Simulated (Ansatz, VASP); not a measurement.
## InSb: VASP beside Ansatz

File INCAR:

```
  PREC = Accurate
  ENCUT = 500
  EDIFF = 1E-6
  ISMEAR = 0
  SIGMA = 0.15
  LREAL = False
  LASPH = True
  NELM = 120
  ALGO = Normal
  ISIF = 2
  LWAVE = False
  LCHARG = False
  GGA = PS
  NBANDS = 16
  GGA_COMPAT = False
```

KPOINTS

```
regular mesh
0
Gamma
  14 14 8
```

The input POSCAR:

```
InSb
1.0
    3.0969124692      0.0000000000      0.0000000000
    0.0000000000      3.0361886953      0.0000000000
    0.0000000000      0.0000000000      5.9744287867
In Sb
1 1
Direct
    0.0000000000      0.0000000000      0.0000000000
    0.0000000000      0.0000000000      0.5000000000
```

Input for Ansatz:

```yaml
crystal:
  lattice:
    - [3.0969124692, 0.0, 0.0]
    - [0.0, 3.0361886953, 0.0]
    - [0.0, 0.0, 5.9744287867]
  atoms:
    - { symbol: In, position: [0.0, 0.0, 0.0] }
    - { symbol: Sb, position: [0.0, 0.0, 0.5] }
basis:
  ecutwfc: 420
kpoints:
  mp_grid: { grid: [14, 14, 8] }
hamiltonian:
  xc: pbesol
  pseudopotentials: { kind: paw, azcp: { folder: soft_1 } }
scf:
  occupations: { method: gaussian, width: 0.15 }
output:
  forces: true
  stress: true
  eigenvalues: true
```

Change from the starting cell: normal strain along x +0.0200, normal strain along z -0.0200.

Alike in both runs: task single point; functional PBEsol; k mesh 14 × 14 × 8; occupations gaussian, width 0.15 eV; no spin polarisation.

|  | VASP | Ansatz |
| --- | --- | --- |
| version | VASP 6.6.1 | Ansatz 0.2.0 |
| potentials or method | VASP PAW PBE potentials, release 64 (In_d, Sb), cutoff 500 eV | scalar-relativistic, plane waves, PAW |
| valence electrons in the cell | 18 | 28 |

VASP gave:

| Quantity | Value |
| --- | --- |
| gap on the k mesh at the Fermi level (eV) | none |
| pressure (GPa) | 0.0 |
| traceless stress, the component that is largest in VASP (GPa) | 2.02 |

Problem. What did Ansatz give for the same quantities?

Solution. gap on the k mesh at the Fermi level (eV): none; pressure (GPa): 0.0; traceless stress, the component that is largest in VASP (GPa): 2.03.

VASP's potentials were made for PBE, not for PBEsol, and Ansatz warns of the same on its side. A gap of «none» marks a metal or a gap that the smearing closes. The functional is the same, so the differences come from potentials, cutoffs and numerics. VASP's potentials hold 18 valence electrons a cell and Ansatz's 28, so a difference there can come from the potentials and not from the codes.

Neither program's run includes spin-orbit coupling.
